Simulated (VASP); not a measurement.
# PbO in VASP: a series of runs

The runs below take PbO through single point, with PBE+D3(BJ).

Everything below comes from runs of VASP 6.6.1. Logs are shortened: lines on timing, memory, paths and dates and some standing lists are left out, and cuts for length are marked.

### 1 The cell of the first run

The cell holds a slab with vacuum, 4 atoms: a = 3.691 Å, b = 3.691 Å, c = 30.749 Å, α = 90.00°, β = 90.00°, γ = 90.00°.

### 2 Single point, PBE+D3(BJ)

The input, INCAR:

```
PREC = Accurate ; ENCUT = 520
EDIFF = 1E-7 ; ISMEAR = 0
SIGMA = 0.02 ; LREAL = False
LASPH = True ; NELM = 60
ALGO = Normal ; ISIF = 2
LWAVE = False ; LCHARG = False
LDIPOL = True ; IDIPOL = 3
DIPOL = 0.5 0.5 0.500 ; GGA = PE
IVDW = 12 ; NBANDS = 28
```

The input, KPOINTS:

```
Automatic mesh
0
Gamma
  6 6 1
```

The input, POSCAR:

```
PbO
1.0
    3.6910000000      0.0000000000      0.0000000000
    0.0000000000      3.6910000000      0.0000000000
    0.0000000000      0.0000000000     30.7493267952
Pb O
2 2
Direct
    0.5000000000      0.0000000000      0.4580316015
    0.0000000000      0.5000000000      0.5419683985
    0.0000000000      0.0000000000      0.5000000000
    0.5000000000      0.5000000000      0.5000000000
```

Potentials or basis: VASP PAW PBE potentials, release 64 (Pb_d, O).

Run with:

```
$ cat potpaw_PBE.64/Pb_d/POTCAR potpaw_PBE.64/O/POTCAR > POTCAR
$ mpirun -np 1 vasp_std > vasp.out
```

OUTCAR:

```text
PREC = Accurate
   ENCUT = 520
   EDIFF = 1E-7
   ISMEAR = 0
   LREAL = False
   LASPH = True
   NELM = 60
   ISIF = 2
   GGA = PE
   IVDW = 12
 IVDW          = 12

 ion  position               nearest neighbor table
   1  0.500  0.000  0.458-   3 2.25   4 2.25   4 2.25   3 2.25   2 3.67   2 3.67   2 3.67   2 3.67

   2  0.000  0.500  0.542-   3 2.25   4 2.25   3 2.25   4 2.25   1 3.67   1 3.67   1 3.67   1 3.67

   3  0.000  0.000  0.500-   1 2.25   2 2.25   2 2.25   1 2.25
   4  0.500  0.500  0.500-   1 2.25   2 2.25   1 2.25   2 2.25

  LATTYP: Found a simple tetragonal cell.
 ALAT       =     3.6910000000
 C/A-ratio  =     8.3308931984

  Lattice vectors:

 A1 = (   3.6910000000,   0.0000000000,   0.0000000000)
 A2 = (   0.0000000000,   3.6910000000,   0.0000000000)
 A3 = (   0.0000000000,   0.0000000000,  30.7493267952)

Analysis of symmetry for initial positions (statically):
=====================================================================
 Subroutine PRICEL returns:
 Original cell was already a primitive cell.

 Routine SETGRP: Setting up the symmetry group for a
 simple tetragonal supercell.

 Subroutine GETGRP returns: Found 16 space group operations
 (whereof  8 operations were pure point group operations)
 out of a pool of 16 trial point group operations.

The static configuration has the point symmetry D_2d.
 The point group associated with its full space group is D_4h.

Analysis of symmetry for dynamics (positions and initial velocities):
=====================================================================
 Subroutine PRICEL returns:
 Original cell was already a primitive cell.

 Routine SETGRP: Setting up the symmetry group for a
 simple tetragonal supercell.

 Subroutine GETGRP returns: Found 16 space group operations
 (whereof  8 operations were pure point group operations)
 out of a pool of 16 trial point group operations.

The dynamic configuration has the point symmetry D_2d.
 The point group associated with its full space group is D_4h.

 Subroutine INISYM returns: Found 16 space group operations
 (whereof  8 operations are pure point group operations),
 and found     1 'primitive' translations

----------------------------------------------------------------------------------------

                                     Primitive cell

  volume of cell :     418.9129

  direct lattice vectors                    reciprocal lattice vectors
     3.691000000  0.000000000  0.000000000     0.270929287  0.000000000  0.000000000
     0.000000000  3.691000000  0.000000000     0.000000000  0.270929287  0.000000000
     0.000000000  0.000000000 30.749326795     0.000000000  0.000000000  0.032521037

  length of vectors
     3.691000000  3.691000000 30.749326795     0.270929287  0.270929287  0.032521037

  position of ions in fractional coordinates (direct lattice)
     0.500000000  0.000000000  0.458031601
     0.000000000  0.500000000  0.541968399
     0.000000000  0.000000000  0.500000000
     0.500000000  0.500000000  0.500000000

  ion indices of the primitive-cell ions
   primitive index   ion index
                 1           1
                 2           2
                 3           3
                 4           4

----------------------------------------------------------------------------------------

 KPOINTS: Automatic mesh

Automatic generation of k-mesh.
 Grid dimensions read from file:
 generate k-points for:    6    6    1

 Generating k-lattice:

  Cartesian coordinates                     Fractional coordinates (reciprocal lattice)
     0.045154881  0.000000000  0.000000000     0.166666667  0.000000000  0.000000000
     0.000000000  0.045154881  0.000000000     0.000000000  0.166666667  0.000000000
     0.000000000  0.000000000  0.032521037     0.000000000  0.000000000  1.000000000

  Length of vectors
     0.045154881  0.045154881  0.032521037

  Shift w.r.t. Gamma in fractional coordinates (k-lattice)
     0.000000000  0.000000000  0.000000000

 Subroutine IBZKPT returns following result:
 ===========================================

 Found     10 irreducible k-points:

 Following reciprocal coordinates:
            Coordinates               Weight
  0.000000  0.000000  0.000000      1.000000
  0.166667  0.000000  0.000000      4.000000
  0.333333  0.000000  0.000000      4.000000
  0.500000  0.000000  0.000000      2.000000
  0.166667  0.166667  0.000000      4.000000
  0.333333  0.166667  0.000000      8.000000
  0.500000  0.166667  0.000000      4.000000
  0.333333  0.333333  0.000000      4.000000
  0.500000  0.333333  0.000000      4.000000
  0.500000  0.500000  0.000000      1.000000
   k-points           NKPTS =     10   k-points in BZ     NKDIM =     10   number of bands    NBANDS=     28
   number of dos      NEDOS =    301   number of ions     NIONS =      4
   total plane-waves  NPLWV = 188160
   dimension x,y,z NGX =    28 NGY =   28 NGZ =  240
   dimension x,y,z NGXF=    56 NGYF=   56 NGZF=  480
   ions per type =               2   2
   NGX,Y,Z   is equivalent  to a cutoff of  12.61, 12.61, 12.98 a.u.
   NGXF,Y,Z  is equivalent  to a cutoff of  25.22, 25.22, 25.95 a.u.
 SYSTEM =  unknown system
   PREC   = accura    normal or accurate (medium, high low for compatibility)
   ISTART =      0    job   : 0-new  1-cont  2-samecut
   ICHARG =      2    charge: 1-file 2-atom 10-const
   ISPIN  =      1    spin polarized calculation?
   LNONCOLLINEAR =      F non collinear calculations
   LSORBIT =      F    spin-orbit coupling
   LASPH  =      T    aspherical Exc in radial PAW
   ENCUT  =  520.0 eV  38.22 Ry    6.18 a.u.   6.86  6.86 57.17*2*pi/ulx,y,z
   NELM   =     60;   NELMIN=  2; NELMDL= -5     # of ELM steps
   EDIFF  = 0.1E-06   stopping-criterion for ELM
   LREAL  =      F    real-space projection
   EDIFFG = 0.1E-05   stopping-criterion for IOM
   NSW    =      0    number of steps for IOM
   IBRION =     -1    ionic relax: 0-MD 1-quasi-New 2-CG
   NFREE  =      0    steps in history (QN), initial steepest desc. (CG)
   ISIF   =      2    stress and relaxation
   ISYM   =      2    0-nonsym 1-usesym 2-fastsym
   POTIM  = 0.5000    time-step for ionic-motion
   TEBEG  =    0.0;   TEEND  =   0.0 temperature during run
   PSTRESS=    0.0 pullay stress
   NELECT =      40.0000    total number of electrons
   NUPDOWN=      -1.0000    fix difference up-down
   EMIN   =  10.00;   EMAX   =-10.00  energy-range for DOS
   EFERMI =   0.00;   METHOD = LEGACY
   ISMEAR =     0;   SIGMA  =   0.02  broadening in eV -4-tet -1-fermi 0-gaus
   EFERMI_NEDOS =   21; number of points for ismear=-14 and -15
   IALGO  =     38    algorithm
   IMIX   =      4    mixing-type and parameters
     AMIX     =   0.40;   BMIX     =  1.00
     AMIX_MAG =   1.60;   BMIX_MAG =  1.00
  volume/ion in A,a.u.               =     104.73       706.74
  Fermi-wavevector in a.u.,A,eV,Ry     =   0.748262  1.414010  7.617844  0.559896
  Thomas-Fermi vector in A             =   1.844509
   LORBIT       =      0    0 simple, 1 ext, 2 COOP (PROOUT), +10 PAW based schemes
   GGA     = PE    functional components
   LHFCALC =     F    Hartree Fock is set to
   AEXX    =    0.0000 exact exchange contribution
   IVDW    =    12    specifies the selected vdW correction
   LEPSILON=     F    determine dielectric tensor
   LRPA    =     F    only Hartree local field effects (RPA)
 non-spin polarized calculation
 Gauss-broadening in eV      SIGMA  =   0.02
  energy-cutoff  :      520.00
  volume of cell :      418.91
 maximum number of plane-waves:     11326
 NGX is ok and might be reduce to    28
   NGX = 13   NGY = 13   NGZ =115

 dipolmoment           0.000000      0.000000     -0.000000 electrons x Angstroem

 number of electron      39.9999998 magnetization

 dipolmoment           0.000000      0.000000      0.000000 electrons x Angstroem

 Free energy of the ion-electron system (eV)
  ---------------------------------------------------
  ext. energy  EPLUGINS =         0.00000000
  ---------------------------------------------------
  free energy    TOTEN  =       -20.88997295 eV

  energy without entropy =      -20.88997295  energy(sigma->0) =      -20.88997295

 E-fermi :  -2.9234     XC(G=0):  -2.2197

 val. band max:       -3.0283754985   @ k =   0.5000   0.5000   0.0000
 cond. band min:       0.1043885824   @ k =   0.3333   0.3333   0.0000
 fundamental gap:      3.1327640809
 Fermi energy:        -2.9233558589

 k-point     1 :       0.0000    0.0000    0.0000
  band No.  band energies     occupation
      1     -21.5041      2.00000
      2     -20.4164      2.00000
      3     -18.5042      2.00000
      4     -18.3817      2.00000
      5     -18.3817      2.00000
      6     -18.2971      2.00000
[... 20 lines left out ...]
     27       3.0202      0.00000
     28       3.2849      0.00000

 k-point     2 :       0.1667    0.0000    0.0000
  band No.  band energies     occupation
      1     -21.4174      2.00000
      2     -20.4790      2.00000
      3     -18.4668      2.00000
      4     -18.3938      2.00000
      5     -18.3758      2.00000
      6     -18.2587      2.00000
[... 20 lines left out ...]
     27       2.7493      0.00000
     28       3.3731      0.00000

 k-point     3 :       0.3333    0.0000    0.0000
  band No.  band energies     occupation
      1     -21.1972      2.00000
      2     -20.6620      2.00000
      3     -18.3994      2.00000
      4     -18.3955      2.00000
      5     -18.3628      2.00000
      6     -18.3053      2.00000
[... 20 lines left out ...]
     27       3.4694      0.00000
     28       3.7751      0.00000

 k-point     4 :       0.5000    0.0000    0.0000
  band No.  band energies     occupation
      1     -20.9227      2.00000
      2     -20.9227      2.00000
      3     -18.3833      2.00000
      4     -18.3833      2.00000
      5     -18.3428      2.00000
      6     -18.3428      2.00000
[... 144 lines left out ...]
     27       4.2758      0.00000
     28       4.4480      0.00000

 k-point     9 :       0.5000    0.3333    0.0000
  band No.  band energies     occupation
      1     -20.8992      2.00000
      2     -20.8992      2.00000
      3     -18.3524      2.00000
      4     -18.3524      2.00000
      5     -18.2446      2.00000
      6     -18.2446      2.00000
[... 20 lines left out ...]
     27       4.9422      0.00000
     28       4.9422      0.00000

 k-point    10 :       0.5000    0.5000    0.0000
  band No.  band energies     occupation
      1     -20.8953      2.00000
      2     -20.8953      2.00000
      3     -18.3619      2.00000
      4     -18.3619      2.00000
      5     -18.1912      2.00000
      6     -18.1912      2.00000
[... 20 lines left out ...]
     27       4.7365      0.00000
     28       4.7365      0.00000

------------------------ aborting loop because EDIFF is reached ----------------------------------------

 vacuum level on the upper side and lower side of the slab       (xc-potential included)        -0.006        -0.006

 Edisp (eV)   -0.64704

 E8    (eV) :    -0.3073

  FORCE on cell =-STRESS in cart. coord.  units (eV):
  Direction    XX          YY          ZZ          XY          YZ          ZX
  --------------------------------------------------------------------------------------
  -------------------------------------------------------------------------------------
  Total       6.52576     6.52576     1.63422     0.00000     0.00000     0.00000
  in kB      24.95847    24.95847     6.25026     0.00000     0.00000     0.00000
  external pressure =       18.72 kB  Pullay stress =        0.00 kB

 VOLUME and BASIS-vectors are now :
 -----------------------------------------------------------------------------
  energy-cutoff  :      520.00
  volume of cell :      418.91
      direct lattice vectors                 reciprocal lattice vectors
     3.691000000  0.000000000  0.000000000     0.270929287  0.000000000  0.000000000
     0.000000000  3.691000000  0.000000000     0.000000000  0.270929287  0.000000000
     0.000000000  0.000000000 30.749326795     0.000000000  0.000000000  0.032521037

 POSITION                                       TOTAL-FORCE (eV/Angst)
 -----------------------------------------------------------------------------------
      1.84550      0.00000     14.08416        -0.000000      0.000000     -0.662887
      0.00000      1.84550     16.66516        -0.000000      0.000000      0.662887
      0.00000      0.00000     15.37466        -0.000000      0.000000      0.000000
      1.84550      1.84550     15.37466         0.000000     -0.000000      0.000000
 -----------------------------------------------------------------------------------
    total drift:                                0.000000      0.000000      0.000000

  FREE ENERGIE OF THE ION-ELECTRON SYSTEM (eV)
  ---------------------------------------------------
  free  energy   TOTEN  =       -21.5370080928 eV

  energy  without entropy=      -21.5370080928  energy(sigma->0) =      -21.53700809

 vacuum level on the upper side and lower side of the slab         1.797         1.797
```

It took 3.3 min on 1 thread of AMD EPYC 7R13 (Zen 3), shared host; peak memory 0.48 GiB.

What came out:

```
Free energy                : -21.5370 eV
Largest force              : 0.663 eV/Å
Band gap on the k mesh     : 3.13 eV, indirect (least direct gap 3.24 eV)
Dispersion energy per atom : -0.162 eV
```

Forces in eV/Å, atoms in the order of the input:
```
Pb   0.000  0.000 -0.663
Pb   0.000  0.000  0.663
O    0.000  0.000  0.000
O    0.000  0.000  0.000
```

Caveat: spin-orbit coupling is left out, which moves the levels of the heavy elements.

### 3 Single point, PBE+D3(BJ)

This run uses another cell than the first one, of 110.89 Å³/atom, 1.059 times its volume.

The input, INCAR:

```
SYSTEM = PbO
ALGO = Normal
DIPOL = 0.5 0.5 0.500
EDIFF = 1E-6
ENCUT = 520
GGA = PE
IDIPOL = 3
ISIF = 2
ISMEAR = 0
IVDW = 12
LASPH = .True.
LCHARG = .True.
LDIPOL = .True.
LELF = .True.
LREAL = .False.
LVACPOTAV = .True.
LVHAR = .True.
LWAVE = .False.
NBANDS = 28
NELM = 80
PREC = Accurate
SIGMA = 0.02
```

The input, KPOINTS:

```
k-points
0
Gamma
  6 6 1
  0 0 0
```

The input, POSCAR:

```
PbO
1.0
    3.7980000000      0.0000000000      0.0000000000
    0.0000000000      3.7980000000      0.0000000000
    0.0000000000      0.0000000000     30.7493267952
Pb O
2 2
Direct
    0.5000000000      0.0000000000      0.4648284983
    0.0000000000      0.5000000000      0.5351715017
    0.0000000000      0.0000000000      0.5000000000
    0.5000000000      0.5000000000      0.5000000000
```

Potentials or basis: VASP PAW PBE potentials, release 64 (Pb_d, O).

Run with:

```
$ cat potpaw_PBE.64/Pb_d/POTCAR potpaw_PBE.64/O/POTCAR > POTCAR
$ mpirun -np 1 vasp_std > vasp.out
```

It took 3.1 min on 1 thread of AMD EPYC 7R13 (Zen 3), shared host; peak memory 0.48 GiB.

The run converged. Its results:

```yaml
Free_energy: -20.9543 eV
Largest_force: 4.380 eV/Å
Band_gap_on_the_k_mesh: 2.54 eV, direct
Dispersion_energy_per_atom: -0.157 eV
```

Forces in eV/Å, atoms in the order of the input:
```
Pb   0.000  0.000 -4.380
Pb   0.000  0.000  4.380
O    0.000  0.000  0.000
O    0.000  0.000  0.000
```

Levels at points of the mesh, in eV from the valence-band top:
```tsv
k point	band 16	band 17	band 18	band 19	band 20	band 21	band 22	band 23	band 24	band 25
(0.00, 0.00, 0.00)	-4.57	-2.04	-2.04	-1.78	0.00	2.54	2.89	4.80	4.85	5.14
(0.50, 0.00, 0.00)	-3.78	-3.48	-3.48	-0.73	-0.73	3.58	3.58	5.59	5.59	7.22
(0.50, 0.50, 0.00)	-4.16	-1.25	-1.25	-1.07	-1.07	3.67	3.67	5.82	5.82	6.67
```

Caveat: spin-orbit coupling is left out, which moves the levels of the heavy elements.
